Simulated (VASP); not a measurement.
Crystal: Ba.

```
Ba
1.0
     3.21951    0.00000    0.00000
     0.00000    3.21951    0.00000
     0.00000    0.00000    3.21951
Ba
1
Direct
  0.00000 0.00000 0.00000
```

This isn't the form of Ba at room conditions, which is bcc.

- Program: VASP 6.6.1
- Task: relaxation of cell and atoms
- Functional: PBE
- Potentials or basis: VASP PAW PBE potentials, release 64 (Ba_sv)
- Cutoff: 600 eV
- k mesh: 13 × 13 × 13
- Occupations: fermi-dirac, width 0.05 eV
- Spin: no spin polarisation

At the start: pressure 13.6 GPa; volume 33.37 Å³/atom.

Q: Where does the relaxation end?

A: Over 22 steps the energy falls by 778.2 meV/atom and the volume is 62.51 Å³/atom (+87.3 %); space group Pm-3m (No. 221, to 0.1 Å) before and after.

Step by step:
| step | energy change (eV) | largest force (eV/Å) | pressure (GPa) | volume (Å³) |
| --- | --- | --- | --- | --- |
| 1 | 0.0000 | 0.0000 | 13.56 | 33.37 |
| 2 | -0.6781 | 0.0000 | 2.80 | 48.96 |
| 3 | -0.7651 | 0.0000 | 0.83 | 57.01 |
| 4 | -0.7294 | 0.0000 | -1.01 | 75.67 |
| 5 | -0.7777 | 0.0000 | -0.14 | 63.71 |
| 6 | -0.7782 | 0.0000 | -0.01 | 62.59 |
| 7 | -0.7781 | 0.0000 | 0.07 | 61.88 |
| 8 | -0.7781 | 0.0000 | 0.08 | 61.89 |
| 9 | -0.7781 | 0.0000 | 0.07 | 61.89 |
| 10 | -0.7781 | 0.0000 | 0.07 | 61.89 |
| 11 | -0.7781 | 0.0000 | 0.07 | 61.89 |
| 12 | -0.7781 | 0.0000 | 0.07 | 61.90 |
| 13 | -0.7781 | 0.0000 | 0.07 | 61.90 |
| 14 | -0.7781 | 0.0000 | 0.07 | 61.90 |
| 15 | -0.7781 | 0.0000 | 0.08 | 61.90 |
| 16 | -0.7781 | 0.0000 | 0.07 | 61.90 |
| 17 | -0.7781 | 0.0000 | 0.07 | 61.91 |
| 18 | -0.7781 | 0.0000 | 0.07 | 61.93 |
| 19 | -0.7781 | 0.0000 | 0.06 | 61.97 |
| 20 | -0.7782 | 0.0000 | 0.05 | 62.05 |
| 21 | -0.7782 | 0.0000 | 0.03 | 62.20 |
| 22 | -0.7782 | 0.0000 | -0.01 | 62.51 |

Final structure:
```yaml
crystal:
  lattice:
    - [3.96870, 0.00000, 0.00000]
    - [0.00000, 3.96870, 0.00000]
    - [0.00000, 0.00000, 3.96870]
  atoms:
    - { symbol: Ba, position: [0.00000, 0.00000, 0.00000] }
```

Caveat: the volume moved by over 15 % at a fixed basis, so the end points are rough.
